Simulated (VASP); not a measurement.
A run of VASP 6.6.1 is set up as follows.

Contents of INCAR:

```
  ALGO = Normal
  EDIFF = 1E-6
  ENCUT = 500
  GGA = PE
  GGA_COMPAT = F
  ISIF = 2
  ISMEAR = 0
  ISPIN = 2
  LASPH = T
  LCHARG = F
  LORBIT = 11
  LREAL = F
  LWAVE = F
  MAGMOM = 0.01 0.19
  NBANDS = 16
  NELM = 200
  PREC = Accurate
  SIGMA = 0.1
```

File KPOINTS:

```
k-points
0
Gamma
  2 2 2
```

POSCAR

```
NaB
1.0
    0.0000000000      2.6838690000      2.6838690000
    2.6838690000      0.0000000000      2.6838690000
    2.6838690000      2.6838690000      0.0000000000
Na B
1 1
Direct
    0.0000000000      0.0000000000      0.0000000000
    0.5000000000      0.5000000000      0.5000000000
```

Potentials or basis: VASP PAW PBE potentials, release 64 (Na_pv, B).

Run with:

```bash
$ cat potpaw_PBE.64/Na_pv/POTCAR potpaw_PBE.64/B/POTCAR > POTCAR
$ mpirun -np 1 vasp_std > vasp.out
```

Q: Estimate the net moment.

A: 0.25 μB per cell.

Q: Predict the site moments.

A: Na +0.01; B +0.12 μB.

Caveat: the k points lie up to 1.01 Å⁻¹ apart.
